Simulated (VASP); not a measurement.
# Bi2BrClO4 (P4/mmm) in VASP: single point with PBE

Aim: the single point of Bi2BrClO4 with PBE.

Program: VASP 6.6.1. These are calculated values, not measurements. Logs are shortened: lines on timing, memory, paths and dates and some standing lists are left out, and cuts for length are marked.

## Step 1: The cell of the first run

The structure is tetragonal, space group P4/mmm (No. 123). Conventional cell: a = 3.917 Å, b = 3.917 Å, c = 9.052 Å, α = 90.00°, β = 90.00°, γ = 90.00°. Within 3.2 Å of Br (site symmetry 4/mmm) lie 8 O at 2.39 Å. O (site symmetry 2mm) has 2 Bi at 2.28 Å and 2 Br at 2.39 Å and 5 O at 2.75 to 2.77 Å within 3.0 Å. Bi (site symmetry 4mm) has 4 O at 2.28 Å within 3.0 Å. Cl (site symmetry 4/mmm) has 8 Bi at 3.41 Å and 8 O at 3.71 Å and 4 Cl at 3.92 Å and 2 Br at 4.53 Å within 4.6 Å.

## Step 2: Single point, PBE

Input file INCAR:

```
SYSTEM = Bi2BrClO4
ALGO = Normal ; EDIFF = 1E-6
ENCUT = 520 ; GGA = PE
ISIF = 2 ; ISMEAR = -1
LASPH = .True. ; LCHARG = .False.
LREAL = .False. ; LWAVE = .False.
NBANDS = 44 ; NELM = 60
PREC = Accurate ; SIGMA = 0.1144
```

Input file KPOINTS:

```
k-points
0
Gamma
  9 9 4
  0 0 0
```

Input file POSCAR:

```
Bi2BrClO4
1.0
    3.9168440000      0.0000000000      0.0000000000
    0.0000000000      3.9168440000      0.0000000000
    0.0000000000      0.0000000000      9.0515770000
Br O Bi Cl
1 4 2 1
Direct
    0.0000000000      0.0000000000      0.0000000000
    0.5000000000      0.0000000000      0.8480000000
    0.0000000000      0.5000000000      0.8480000000
    0.5000000000      0.0000000000      0.1520000000
    0.0000000000      0.5000000000      0.1520000000
    0.5000000000      0.5000000000      0.7196000000
    0.5000000000      0.5000000000      0.2804000000
    0.0000000000      0.0000000000      0.5000000000
```

Potentials or basis: VASP PAW PBE potentials, release 64 (Br, O, Bi_d, Cl).

Command:

```sh
> cat potpaw_PBE.64/Br/POTCAR potpaw_PBE.64/O/POTCAR potpaw_PBE.64/Bi_d/POTCAR potpaw_PBE.64/Cl/POTCAR > POTCAR
> mpirun -np 1 vasp_std > vasp.out
```

OUTCAR:

```text
SYSTEM = Bi2BrClO4
   EDIFF = 1E-6
   ENCUT = 520
   GGA = PE
   ISIF = 2
   ISMEAR = -1
   LASPH = .True.
   LREAL = .False.
   NELM = 60
   PREC = Accurate

 ion  position               nearest neighbor table
   1  0.000  0.000  0.000-
   2  0.500  0.000  0.848-   6 2.28   6 2.28
   3  0.000  0.500  0.848-   6 2.28   6 2.28
   4  0.500  0.000  0.152-   7 2.28   7 2.28
   5  0.000  0.500  0.152-   7 2.28   7 2.28
   6  0.500  0.500  0.720-   2 2.28   3 2.28   2 2.28   3 2.28
   7  0.500  0.500  0.280-   4 2.28   5 2.28   4 2.28   5 2.28
   8  0.000  0.000  0.500-

  LATTYP: Found a simple tetragonal cell.
 ALAT       =     3.9168440000
 C/A-ratio  =     2.3109363048

  Lattice vectors:

 A1 = (   3.9168440000,   0.0000000000,   0.0000000000)
 A2 = (   0.0000000000,   3.9168440000,   0.0000000000)
 A3 = (   0.0000000000,   0.0000000000,   9.0515770000)

Analysis of symmetry for initial positions (statically):
=====================================================================
 Subroutine PRICEL returns:
 Original cell was already a primitive cell.

 Routine SETGRP: Setting up the symmetry group for a
 simple tetragonal supercell.

 Subroutine GETGRP returns: Found 16 space group operations
 (whereof 16 operations were pure point group operations)
 out of a pool of 16 trial point group operations.

The static configuration has the point symmetry D_4h.

Analysis of symmetry for dynamics (positions and initial velocities):
=====================================================================
 Subroutine PRICEL returns:
 Original cell was already a primitive cell.

 Routine SETGRP: Setting up the symmetry group for a
 simple tetragonal supercell.

 Subroutine GETGRP returns: Found 16 space group operations
 (whereof 16 operations were pure point group operations)
 out of a pool of 16 trial point group operations.

The dynamic configuration has the point symmetry D_4h.

 Subroutine INISYM returns: Found 16 space group operations
 (whereof 16 operations are pure point group operations),
 and found     1 'primitive' translations

----------------------------------------------------------------------------------------

                                     Primitive cell

  volume of cell :     138.8663

  direct lattice vectors                    reciprocal lattice vectors
     3.916844000  0.000000000  0.000000000     0.255307589  0.000000000  0.000000000
     0.000000000  3.916844000  0.000000000     0.000000000  0.255307589  0.000000000
     0.000000000  0.000000000  9.051577000     0.000000000  0.000000000  0.110477986

  length of vectors
     3.916844000  3.916844000  9.051577000     0.255307589  0.255307589  0.110477986

  position of ions in fractional coordinates (direct lattice)
     0.000000000  0.000000000  0.000000000
     0.500000000  0.000000000  0.848000000
     0.000000000  0.500000000  0.848000000
     0.500000000  0.000000000  0.152000000
     0.000000000  0.500000000  0.152000000
     0.500000000  0.500000000  0.719600000
     0.500000000  0.500000000  0.280400000
     0.000000000  0.000000000  0.500000000

  ion indices of the primitive-cell ions
   primitive index   ion index
                 1           1
                 2           2
                 3           3
                 4           4
                 5           5
                 6           6
                 7           7
                 8           8

----------------------------------------------------------------------------------------

 KPOINTS: k-points

Automatic generation of k-mesh.
 Grid dimensions read from file:
 generate k-points for:    9    9    4

 Generating k-lattice:

  Cartesian coordinates                     Fractional coordinates (reciprocal lattice)
     0.028367510  0.000000000  0.000000000     0.111111111  0.000000000  0.000000000
     0.000000000  0.028367510  0.000000000     0.000000000  0.111111111  0.000000000
     0.000000000  0.000000000  0.027619497     0.000000000  0.000000000  0.250000000

  Length of vectors
     0.028367510  0.028367510  0.027619497

  Shift w.r.t. Gamma in fractional coordinates (k-lattice)
     0.000000000  0.000000000  0.000000000

 Subroutine IBZKPT returns following result:
 ===========================================

 Found     45 irreducible k-points:

 Following reciprocal coordinates:
            Coordinates               Weight
  0.000000  0.000000  0.000000      1.000000
  0.111111  0.000000  0.000000      4.000000
  0.222222  0.000000  0.000000      4.000000
  0.333333  0.000000  0.000000      4.000000
  0.444444  0.000000  0.000000      4.000000
  0.111111  0.111111  0.000000      4.000000
[... 16 lines left out ...]
  0.333333  0.111111  0.250000     16.000000
  0.444444  0.111111  0.250000     16.000000
 [... further k-points ...]
   k-points           NKPTS =     45   k-points in BZ     NKDIM =     45   number of bands    NBANDS=     44
   number of dos      NEDOS =    301   number of ions     NIONS =      8
   total plane-waves  NPLWV =  63000
   dimension x,y,z NGX =    30 NGY =   30 NGZ =   70
   dimension x,y,z NGXF=    60 NGYF=   60 NGZF=  140
   ions per type =               1   4   2   1
   NGX,Y,Z   is equivalent  to a cutoff of  12.73, 12.73, 12.86 a.u.
   NGXF,Y,Z  is equivalent  to a cutoff of  25.47, 25.47, 25.71 a.u.
 SYSTEM =  Bi2BrClO4
   PREC   = accura    normal or accurate (medium, high low for compatibility)
   ISTART =      0    job   : 0-new  1-cont  2-samecut
   ICHARG =      2    charge: 1-file 2-atom 10-const
   ISPIN  =      1    spin polarized calculation?
   LNONCOLLINEAR =      F non collinear calculations
   LSORBIT =      F    spin-orbit coupling
   LASPH  =      T    aspherical Exc in radial PAW
   ENCUT  =  520.0 eV  38.22 Ry    6.18 a.u.   7.28  7.28 16.83*2*pi/ulx,y,z
   NELM   =     60;   NELMIN=  2; NELMDL= -5     # of ELM steps
   EDIFF  = 0.1E-05   stopping-criterion for ELM
   LREAL  =      F    real-space projection
   EDIFFG = 0.1E-04   stopping-criterion for IOM
   NSW    =      0    number of steps for IOM
   IBRION =     -1    ionic relax: 0-MD 1-quasi-New 2-CG
   NFREE  =      0    steps in history (QN), initial steepest desc. (CG)
   ISIF   =      2    stress and relaxation
   ISYM   =      2    0-nonsym 1-usesym 2-fastsym
   POTIM  = 0.5000    time-step for ionic-motion
   TEBEG  =    0.0;   TEEND  =   0.0 temperature during run
   PSTRESS=    0.0 pullay stress
   NELECT =      68.0000    total number of electrons
   NUPDOWN=      -1.0000    fix difference up-down
   EMIN   =  10.00;   EMAX   =-10.00  energy-range for DOS
   EFERMI =   0.00;   METHOD = LEGACY
   ISMEAR =    -1;   SIGMA  =   0.11  broadening in eV -4-tet -1-fermi 0-gaus
   EFERMI_NEDOS =   21; number of points for ismear=-14 and -15
   IALGO  =     38    algorithm
   IMIX   =      4    mixing-type and parameters
     AMIX     =   0.40;   BMIX     =  1.00
     AMIX_MAG =   1.60;   BMIX_MAG =  1.00
  volume/ion in A,a.u.               =      17.36       117.14
  Fermi-wavevector in a.u.,A,eV,Ry     =   1.290364  2.438434 22.654231  1.665039
  Thomas-Fermi vector in A             =   2.422200
   LORBIT       =      0    0 simple, 1 ext, 2 COOP (PROOUT), +10 PAW based schemes
   GGA     = PE    functional components
   LHFCALC =     F    Hartree Fock is set to
   AEXX    =    0.0000 exact exchange contribution
   IVDW    =     0    specifies the selected vdW correction
   LEPSILON=     F    determine dielectric tensor
   LRPA    =     F    only Hartree local field effects (RPA)
 non-spin polarized calculation
  energy-cutoff  :      520.00
  volume of cell :      138.87
 maximum number of plane-waves:      3809
 NGX is ok and might be reduce to    30
   NGX = 15   NGY = 15   NGZ = 33

 number of electron      67.9999992 magnetization

 Free energy of the ion-electron system (eV)
  ---------------------------------------------------
  ext. energy  EPLUGINS =         0.00000000
  ---------------------------------------------------
  free energy    TOTEN  =       -34.21291395 eV

  energy without entropy =      -34.04862414  energy(sigma->0) =      -34.13076904

 E-fermi :   5.3733     XC(G=0): -10.0979

 val. band max:        5.3465910986   @ k =   0.4444   0.2222   0.5000
 cond. band min:       5.3879737668   @ k =   0.4444   0.3333   0.2500
 fundamental gap:      0.0413826683
 Fermi energy:         5.3733175430

 k-point     1 :       0.0000    0.0000    0.0000
  band No.  band energies     occupation
      1     -17.9567      2.00000
      2     -17.9539      2.00000
      3     -17.8412      2.00000
      4     -17.8234      2.00000
      5     -17.8160      2.00000
      6     -17.8160      2.00000
[... 36 lines left out ...]
     43      11.5273      0.00000
     44      11.9549      0.00000

 k-point     2 :       0.1111    0.0000    0.0000
  band No.  band energies     occupation
      1     -17.9505      2.00000
      2     -17.9474      2.00000
      3     -17.8426      2.00000
      4     -17.8280      2.00000
      5     -17.8203      2.00000
      6     -17.8157      2.00000
[... 36 lines left out ...]
     43      11.8609      0.00000
     44      12.1822      0.00000

 k-point     3 :       0.2222    0.0000    0.0000
  band No.  band energies     occupation
      1     -17.9365      2.00000
      2     -17.9323      2.00000
      3     -17.8559      2.00000
      4     -17.8451      2.00000
      5     -17.8197      2.00000
      6     -17.8150      2.00000
[... 976 lines left out ...]
     43      12.6646      0.00000
     44      13.7729      0.00000

 k-point    24 :       0.4444    0.1111    0.2500
  band No.  band energies     occupation
      1     -17.9201      2.00000
      2     -17.9109      2.00000
      3     -17.8817      2.00000
      4     -17.8770      2.00000
      5     -17.8173      2.00000
      6     -17.8098      2.00000
[... 36 lines left out ...]
     43      12.7326      0.00000
     44      13.8139      0.00000

 [... further k-points ...]

------------------------ aborting loop because EDIFF is reached ----------------------------------------

  FORCE on cell =-STRESS in cart. coord.  units (eV):
  Direction    XX          YY          ZZ          XY          YZ          ZX
  --------------------------------------------------------------------------------------
  -------------------------------------------------------------------------------------
  Total        0.5620927      0.5620927      0.7459545      0.0000000      0.0000000      0.0000000
  in kB        6.4851751      6.4851751      8.6064910      0.0000000      0.0000000      0.0000000
  external PRESSURE =       7.1922804 kB  Pullay stress =       0.0000000 kB

 VOLUME and BASIS-vectors are now :
 -----------------------------------------------------------------------------
  energy-cutoff  :      520.00
  volume of cell :      138.87
      direct lattice vectors                 reciprocal lattice vectors
     3.916844000  0.000000000  0.000000000     0.255307589  0.000000000  0.000000000
     0.000000000  3.916844000  0.000000000     0.000000000  0.255307589  0.000000000
     0.000000000  0.000000000  9.051577000     0.000000000  0.000000000  0.110477986

 POSITION                                       TOTAL-FORCE (eV/Angst)
 -----------------------------------------------------------------------------------
      0.00000      0.00000      0.00000        -0.000000     -0.000000      0.000000
      1.95842      0.00000      7.67574        -0.000000      0.000000     -0.534344
      0.00000      1.95842      7.67574         0.000000     -0.000000     -0.534344
      1.95842      0.00000      1.37584         0.000000      0.000000      0.534344
      0.00000      1.95842      1.37584        -0.000000      0.000000      0.534344
      1.95842      1.95842      6.51351         0.000000     -0.000000      0.610949
      1.95842      1.95842      2.53806        -0.000000      0.000000     -0.610949
      0.00000      0.00000      4.52579        -0.000000     -0.000000      0.000000
 -----------------------------------------------------------------------------------
    total drift:                                0.000000      0.000000      0.000000

  FREE ENERGIE OF THE ION-ELECTRON SYSTEM (eV)
  ---------------------------------------------------
  free  energy   TOTEN  =       -34.2129139466 eV

  energy  without entropy=      -34.0486241387  energy(sigma->0) =      -34.13076904
```

Run time: 7.8 min. Hardware: 1 thread of Intel Xeon 8259CL, shared host; peak memory 0.39 GiB.

What came out:

* Free energy: -34.2129 eV
* Pressure: 0.7 GPa
* Largest force: 0.611 eV/Å
* Band gap on the k mesh: zero (bands 34 and 35 overlap by 0.91 eV)

Forces in eV/Å, atoms in the order of the input:
```
Br   0.000  0.000  0.000
O    0.000  0.000 -0.534
O    0.000  0.000 -0.534
O    0.000  0.000  0.534
O    0.000  0.000  0.534
Bi   0.000  0.000  0.611
Bi   0.000  0.000 -0.611
Cl   0.000  0.000  0.000
```

Levels at points of the mesh, in eV from the Fermi level:
| k point | band 32 | band 33 | band 34 | band 35 | band 36 | band 37 |
| --- | --- | --- | --- | --- | --- | --- |
| (0.00, 0.00, 0.00) | -2.17 | -2.03 | -0.82 | 0.22 | 0.22 | 0.24 |
| (0.00, 0.00, 0.50) | -2.17 | -2.03 | -1.04 | 0.17 | 0.17 | 0.57 |

Caveat: spin-orbit coupling is left out, which moves the levels of the heavy elements.
